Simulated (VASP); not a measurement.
The system is CaSe.

```xyz
4
Lattice="4.2137 0.0000 0.0000 -2.1068 3.6491 0.0000 0.0000 0.0000 6.8809" Properties=species:S:1:pos:R:3 pbc="T T T"
Ca    0.0000    0.0000    0.0000
Ca    0.0000    2.4328    3.4404
Se    2.1068    1.2164    1.7202
Se    2.1068    1.2164    5.1606
```

| Item | Value |
| --- | --- |
| Program | VASP 6.6.1 |
| Task | relaxation of cell and atoms |
| Functional | PBE |
| Potentials or basis | VASP PAW PBE potentials, release 64 (Ca_sv, Se) |
| Cutoff | 600 eV |
| k mesh | 9 × 9 × 6 |
| Occupations | gaussian, width 0.02 eV |
| Spin | no spin polarisation |

At the start: pressure 1.6 GPa; volume 26.45 Å³/atom.

Problem. How do energy, volume and symmetry change on relaxing?

Solution. Over 6 steps the energy falls by 50.0 meV/atom and the volume is 26.92 Å³/atom (+1.8 %); space group P6_3/mmc (No. 194, to 0.1 Å) before and after.

Step by step:
| step | energy change (eV) | largest force (eV/Å) | pressure (GPa) | volume (Å³) |
| --- | --- | --- | --- | --- |
| 1 | 0.0000 | 0.0000 | 1.61 | 105.80 |
| 2 | -0.1893 | 0.0000 | -0.71 | 109.71 |
| 3 | -0.1911 | 0.0000 | -0.94 | 110.15 |
| 4 | -0.1998 | 0.0000 | -0.04 | 107.77 |
| 5 | -0.1998 | 0.0000 | -0.02 | 107.71 |
| 6 | -0.1998 | 0.0000 | 0.00 | 107.67 |

Final structure:
```
Ca Se
1.0
     4.11083    0.00000    0.00000
    -2.05541    3.56008    0.00000
     0.00000    0.00000    7.35715
Ca Se
2 2
Direct
  0.00000 0.00000 0.00000
  0.33333 0.66667 0.50000
  0.66667 0.33333 0.25000
  0.66667 0.33333 0.75000
```
